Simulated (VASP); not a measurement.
# TaN (P-6m2) in VASP: further runs, part 3 of 3

VASP 6.6.1. Earlier steps stand in the parts before.

### 5 Electric field gradients, PBEsol (volume scaled by 0.97)

The input, INCAR:

```
PREC = Accurate ; ENCUT = 520
EDIFF = 1E-8 ; ISMEAR = -1
SIGMA = 0.02 ; LREAL = False
LASPH = True ; NELM = 120
ALGO = Normal ; ISIF = 2
LWAVE = False ; LCHARG = False
GGA = PS ; LEFG = True
NBANDS = 16 ; GGA_COMPAT = False
```

The input, KPOINTS:

```
Automatic mesh
0
Gamma
  12 12 10
```

The input, POSCAR:

```
TaN
1.0
    2.9083200731      0.0000000000      0.0000000000
   -1.4541600366      2.5186790657      0.0000000000
    0.0000000000      0.0000000000      2.8538767967
Ta N
1 1
Direct
    0.3333333333      0.6666666667      0.5000000000
    0.0000000000      0.0000000000      0.0000000000
```

Potentials or basis: VASP PAW PBE potentials, release 64 (Ta_sv_GW, N).

Run with:

```console
cat potpaw_PBE.64/Ta_sv_GW/POTCAR potpaw_PBE.64/N/POTCAR > POTCAR
mpirun -np 1 vasp_std > vasp.out
```

OUTCAR:

```text
PREC = Accurate
   ENCUT = 520
   EDIFF = 1E-8
   ISMEAR = -1
   LREAL = False
   LASPH = True
   NELM = 120
   ISIF = 2
   GGA = PS

 ion  position               nearest neighbor table
   1  0.333  0.667  0.500-   2 2.20   2 2.20   2 2.20   2 2.20   2 2.20   2 2.20
   2  0.000  0.000  0.000-   1 2.20   1 2.20   1 2.20   1 2.20   1 2.20   1 2.20

  LATTYP: Found a hexagonal cell.
 ALAT       =     2.9083200731
 C/A-ratio  =     0.9812801635

  Lattice vectors:

 A1 = (   2.9083200731,   0.0000000000,   0.0000000000)
 A2 = (  -1.4541600366,   2.5186790657,   0.0000000000)
 A3 = (   0.0000000000,   0.0000000000,   2.8538767967)

Analysis of symmetry for initial positions (statically):
=====================================================================
 Subroutine PRICEL returns:
 Original cell was already a primitive cell.

 Routine SETGRP: Setting up the symmetry group for a
[... 645 lines left out ...]
  energy-cutoff  :      520.00
  volume of cell :       20.91
      direct lattice vectors                 reciprocal lattice vectors
     2.908320073  0.000000000  0.000000000     0.343841109  0.198516757  0.000000000
    -1.454160037  2.518679066  0.000000000     0.000000000  0.397033514  0.000000000
     0.000000000  0.000000000  2.853876797     0.000000000  0.000000000  0.350400550

 POSITION                                       TOTAL-FORCE (eV/Angst)
 -----------------------------------------------------------------------------------
     -0.00000      1.67912      1.42694         0.000000     -0.000000      0.000000
      0.00000      0.00000      0.00000        -0.000000      0.000000      0.000000
 -----------------------------------------------------------------------------------
    total drift:                                0.000000     -0.000000     -0.000000

  FREE ENERGIE OF THE ION-ELECTRON SYSTEM (eV)
  ---------------------------------------------------
  free  energy   TOTEN  =       -26.3304338319 eV

  energy  without entropy=      -26.3303347634  energy(sigma->0) =      -26.33038430

 Electric field gradients (V/A^2)
---------------------------------------------------------------------
 ion       V_xx      V_yy      V_zz      V_xy      V_xz      V_yz
---------------------------------------------------------------------
   1     -15.296   -15.296    30.592    -0.000     0.000     0.000
   2       0.068     0.069    -0.136     0.001    -0.000    -0.000
---------------------------------------------------------------------

 Electric field gradients after diagonalization (V/A^2)
 (convention: |V_zz| > |V_xx| > |V_yy|)
----------------------------------------------------------------------
 ion       V_xx      V_yy      V_zz     asymmetry (V_yy - V_xx)/ V_zz
----------------------------------------------------------------------
   1     -15.296   -15.296    30.592       0.000
   2       0.069     0.067    -0.136       0.013
----------------------------------------------------------------------

           NMR quadrupolar parameters

 Cq : quadrupolar parameter    Cq=e*Q*V_zz/h
 eta: asymmetry parameters     (V_yy - V_xx)/ V_zz
 Q  : nuclear electric quadrupole moment in mb (millibarn)
----------------------------------------------------------------------
 ion       Cq(MHz)       eta       Q (mb)
----------------------------------------------------------------------
   1       0.074       0.000       1.000
   2      -0.000       0.013       1.000
----------------------------------------------------------------------
```

OSZICAR:

```text
N       E                     dE             d eps       ncg     rms          rms(c)
DAV:   1     0.101371346977E+03    0.10137E+03   -0.11422E+04  3688   0.115E+03
DAV:   2    -0.247645123321E+02   -0.12614E+03   -0.12195E+03  5048   0.308E+02
DAV:   3    -0.295755072176E+02   -0.48110E+01   -0.48057E+01  4288   0.546E+01
DAV:   4    -0.297180039785E+02   -0.14250E+00   -0.14249E+00  5208   0.648E+00
DAV:   5    -0.297226928718E+02   -0.46889E-02   -0.46889E-02  4320   0.888E-01    0.625E+01
DAV:   6    -0.264780856810E+02    0.32446E+01   -0.64743E+00  4168   0.222E+01    0.606E+01
DAV:   7    -0.263696753463E+02    0.10841E+00   -0.46096E-01  3952   0.561E+00    0.241E+01
DAV:   8    -0.263316481998E+02    0.38027E-01   -0.93852E-02  4640   0.242E+00    0.417E+00
DAV:   9    -0.263305507139E+02    0.10975E-02   -0.47582E-03  4928   0.680E-01    0.844E-01
DAV:  10    -0.263304364186E+02    0.11430E-03   -0.12186E-03  3768   0.352E-01    0.117E-01
DAV:  11    -0.263304365223E+02   -0.10371E-06   -0.35098E-05  4376   0.657E-02    0.101E-01
DAV:  12    -0.263304337506E+02    0.27717E-05   -0.36984E-06  4672   0.194E-02    0.118E-02
DAV:  13    -0.263304338317E+02   -0.81173E-07   -0.33444E-07  4104   0.471E-03    0.190E-02
DAV:  14    -0.263304338319E+02   -0.14779E-09   -0.15601E-08  3848   0.979E-04
   1 F= -.26330434E+02 E0= -.26330384E+02  d E =-.990685E-04
```

Run time: 26 s. Hardware: 1 thread of Intel Xeon Platinum 8375C at 2.90GHz (Ice Lake), shared host; peak memory 0.18 GiB.

Results:

| Quantity | Value |
| --- | --- |
| Free energy | -26.3304 eV |
| Pressure | 6.1 GPa |
| Band gap on the k mesh | zero (band 9 reaches 13.14 eV, above the bottom of band 10 at 12.63 eV) |

Stress tensor (GPa, compression positive):
```
5.71 0.00 0.00
0.00 5.71 0.00
0.00 0.00 6.87
```

Electric field gradients, principal values (V/Å²):
| atom | least | middle | greatest (by size) |
| --- | --- | --- | --- |
| 1 Ta | -15.296 | -15.296 | 30.592 |
| 2 N | 0.067 | 0.069 | -0.136 |

Caveat: without QUAD_EFG the Cq values of the log hold for a quadrupole moment of 1 mb, not for the nuclei; the PAW data sets were made with another functional, which shifts forces and pressure a little; spin-orbit coupling is left out, which moves the levels of the heavy elements.

### 6 Electric field gradients, PBEsol (volume scaled by 0.96)

The input, INCAR:

```
ALGO = Normal
EDIFF = 1E-8
ENCUT = 520
GGA = PS
ISIF = 2
ISMEAR = -1
LASPH = T
LCHARG = F
LEFG = T
LREAL = F
LWAVE = F
NBANDS = 15
NELM = 60
PREC = Accurate
SIGMA = 0.02
```

The input, KPOINTS:

```
k-points
0
Gamma
  12 12 10
```

The input, POSCAR:

```
TaN
1.0
    2.8982913036      0.0000000000      0.0000000000
   -1.4491456518      2.5099938965      0.0000000000
    0.0000000000      0.0000000000      2.8440357641
Ta N
1 1
Direct
    0.3333333333      0.6666666667      0.5000000000
    0.0000000000      0.0000000000      0.0000000000
```

Potentials or basis: VASP PAW PBE potentials, release 64 (Ta_pv, N).

Run with:

```console
cat potpaw_PBE.64/Ta_pv/POTCAR potpaw_PBE.64/N/POTCAR > POTCAR
mpirun -np 1 vasp_std > vasp.out
```

OUTCAR:

```text
EDIFF = 1E-8
   ENCUT = 520
   GGA = PS
   ISIF = 2
   ISMEAR = -1
   LASPH = T
   LREAL = F
   NELM = 60
   PREC = Accurate

 ion  position               nearest neighbor table
   1  0.333  0.667  0.500-   2 2.20   2 2.20   2 2.20   2 2.20   2 2.20   2 2.20
   2  0.000  0.000  0.000-   1 2.20   1 2.20   1 2.20   1 2.20   1 2.20   1 2.20

  LATTYP: Found a hexagonal cell.
 ALAT       =     2.8982913036
 C/A-ratio  =     0.9812801634

  Lattice vectors:

[... 644 lines left out ...]

  FREE ENERGIE OF THE ION-ELECTRON SYSTEM (eV)
  ---------------------------------------------------
  free  energy   TOTEN  =       -23.7842473864 eV

  energy  without entropy=      -23.7841481232  energy(sigma->0) =      -23.78419775

 Electric field gradients (V/A^2)
---------------------------------------------------------------------
 ion       V_xx      V_yy      V_zz      V_xy      V_xz      V_yz
---------------------------------------------------------------------
   1      -6.830    -6.829    13.659     0.000     0.000    -0.000
   2       0.124     0.125    -0.249     0.001     0.000     0.000
---------------------------------------------------------------------

 Electric field gradients after diagonalization (V/A^2)
 (convention: |V_zz| > |V_xx| > |V_yy|)
----------------------------------------------------------------------
 ion       V_xx      V_yy      V_zz     asymmetry (V_yy - V_xx)/ V_zz
----------------------------------------------------------------------
   1      -6.830    -6.829    13.659       0.000
   2       0.125     0.124    -0.249       0.006
----------------------------------------------------------------------

           NMR quadrupolar parameters

 Cq : quadrupolar parameter    Cq=e*Q*V_zz/h
 eta: asymmetry parameters     (V_yy - V_xx)/ V_zz
 Q  : nuclear electric quadrupole moment in mb (millibarn)
----------------------------------------------------------------------
 ion       Cq(MHz)       eta       Q (mb)
----------------------------------------------------------------------
   1       0.033       0.000       1.000
   2      -0.001       0.006       1.000
----------------------------------------------------------------------
```

It took 65 s on 1 thread of AMD EPYC 7R13, shared host; peak memory 0.14 GiB.

What came out:

```yaml
Free_energy: -23.7842 eV
Pressure: 11.4 GPa
Band_gap_on_the_k_mesh: zero (band 8 reaches 8.93 eV, above the bottom of band 9 at 8.41 eV)
```

Electric field gradients, principal values (V/Å²):
```
atom   least  middle  greatest (by size)
1 Ta  -6.829  -6.830              13.659
 2 N   0.124   0.125              -0.249
```

Caveat: without QUAD_EFG the Cq values of the log hold for a quadrupole moment of 1 mb, not for the nuclei; the PAW data sets were made with another functional, which shifts forces and pressure a little; spin-orbit coupling is left out, which moves the levels of the heavy elements.

### 7 The runs side by side

| task | potentials or basis | cell | k mesh for the DOS | occupations for the DOS | second run | gap on the mesh (eV) | pressure (GPa) |
| --- | --- | --- | --- | --- | --- | --- | --- |
| density of states | VASP PAW PBE potentials, release 64 (Ta_pv, N) | a = 2.938, b = 2.938, c = 2.883 Å, angles 90.0, 90.0, 120.0°, 2 atoms | 18 × 18 × 15 | tetrahedron | - | - | - |
| electric field gradients | VASP PAW PBE potentials, release 64 (Ta_pv, N) | a = 2.967, b = 2.967, c = 2.883 Å, angles 90.0, 90.0, 120.0°, 2 atoms | - | - | - | none | -10.4 |
| electric field gradients | VASP PAW PBE potentials, release 64 (Ta_sv_GW, N) | a = 2.908, b = 2.908, c = 2.854 Å, angles 90.0, 90.0, 120.0°, 2 atoms | - | - | valence_matched | none | 6.1 |
| electric field gradients | VASP PAW PBE potentials, release 64 (Ta_pv, N) | a = 2.898, b = 2.898, c = 2.844 Å, angles 90.0, 90.0, 120.0°, 2 atoms | - | - | - | none | 11.4 |

Alike in all rows: level PBEsol; no spin polarisation; k mesh 12 × 12 × 10; cutoff (eV) 520; smearing fermi-dirac 0.02 eV.

Caveats: the PAW data sets were made with another functional, which shifts forces and pressure a little; spin-orbit coupling is left out, which moves the levels of the heavy elements.

Absolute energies hang on the potentials; compare differences alone.
